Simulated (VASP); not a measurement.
Runs of VASP 6.6.1 on Pt. The structure is that of space group P6_3/mmc (No. 194), or close to it. The cells are those of the table. 

```tsv
task	potentials or basis	cell	k mesh	cutoff (eV)	second run	gap on the mesh (eV)	pressure (GPa)	relaxed volume (Å³/atom)	largest force (eV/Å)
relaxation of cell and atoms	VASP PAW PBE potentials, release 64 (Pt)	relaxed from a = 2.753, b = 2.753, c = 9.331 Å, angles 90.0, 90.0, 120.0°, 4 atoms	9 × 9 × 2	600	-	-	-0.1	(a)	-
relaxation of cell and atoms	VASP PAW PBE potentials, release 64 (Pt)	relaxed from a = 2.894, b = 2.894, c = 9.333 Å, angles 90.0, 90.0, 120.0°, 4 atoms	6 × 6 × 2	600	-	-	0.0	15.35	-
single point	VASP PAW PBE potentials, release 64 (Pt_sv_GW)	a = 3.558, b = 3.558, c = 5.870 Å, angles 90.0, 90.0, 120.0°, 4 atoms	6 × 6 × 4	550	valence_matched	none	(c)	-	0.92
single point	VASP PAW PBE potentials, release 64 (Pt)	a = 2.757, b = 2.757, c = 9.324 Å, angles 90.0, 90.0, 120.0°, 4 atoms	9 × 9 × 2	520	-	none	0.6	-	-
single point	VASP PAW PBE potentials, release 64 (Pt)	a = 2.712, b = 2.712, c = 9.956 Å, angles 90.0, 90.0, 120.0°, 4 atoms	9 × 9 × 2	520	-	none	0.6	-	0.01
single point	VASP PAW PBE potentials, release 64 (Pt)	a = 2.894, b = 2.894, c = 9.333 Å, angles 90.0, 90.0, 120.0°, 4 atoms	9 × 9 × 2	520	-	none	-19.8	-	-
single point	VASP PAW PBE potentials, release 64 (Pt)	a = 2.753, b = 2.753, c = 9.331 Å, angles 90.0, 90.0, 120.0°, 4 atoms	6 × 6 × 2	520	-	none	0.7	-	-
single point	VASP PAW PBE potentials, release 64 (Pt)	a = 2.729, b = 2.729, c = 9.810 Å, angles 90.0, 90.0, 120.0°, 4 atoms	6 × 6 × 4	520	-	none	(b)	-	0.01
single point	VASP PAW PBE potentials, release 64 (Pt)	a = 3.558, b = 3.558, c = 5.870 Å, angles 90.0, 90.0, 120.0°, 4 atoms	6 × 6 × 4	520	-	none	123.9	-	0.85
```

Alike in all rows: level r2SCAN; no spin polarisation; smearing gaussian 0.1 eV.

**Question.** Estimate the missing entries.

**Answer.** (a) 15.39; (b) 0.5; (c) 126.5.

Caveats: some runs use coarse meshes; the PAW data sets were made with another functional, which shifts forces and pressure a little; spin-orbit coupling is left out, which moves the levels of the heavy elements; the bands computed are all filled at some k points, so no gap is given (some runs).

A k mesh can miss the band edges, and the runs leave out spin-orbit coupling on Pt.

A gap of «none» marks levels without a gap at the run's occupations.

The runs don't all hold the same shells in valence.
